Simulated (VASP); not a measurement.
Input of a VASP 6.6.1 run:

File INCAR:

```
SYSTEM = Au
PREC = Accurate ; ENCUT = 520
EDIFF = 1E-6 ; ISMEAR = -1
SIGMA = 0.1 ; LREAL = .False.
LASPH = .True. ; NELM = 80
ALGO = Normal ; ISIF = 2
LWAVE = .False. ; LCHARG = .True.
GGA = RE ; LELF = .True.
LVHAR = .True. ; NBANDS = 24
```

The input KPOINTS:

```
regular mesh
0
Gamma
  9 9 12
  0 0 0
```

Contents of POSCAR:

```
Au
1.0
    4.5730881666      0.0000000000      0.0000000000
   -2.2865440833      3.9604105260      0.0000000000
    0.0000000000      0.0000000000      2.7333750892
Au
3
Direct
    1.0000000000      0.0000000000      0.0000000000
    0.3333333333      0.6666666667      0.5000000000
    0.6666666667      0.3333333333      0.5000000000
```

Potentials or basis: VASP PAW PBE potentials, release 64 (Au).

The run is started by

```console
$ cat potpaw_PBE.64/Au/POTCAR > POTCAR
$ mpirun -np 1 vasp_std > vasp.out
```

(1) Estimate the pressure.

## Answers

(1) 21.8 GPa.

Caveat: the PAW data sets were made with another functional, which shifts forces and pressure a little.
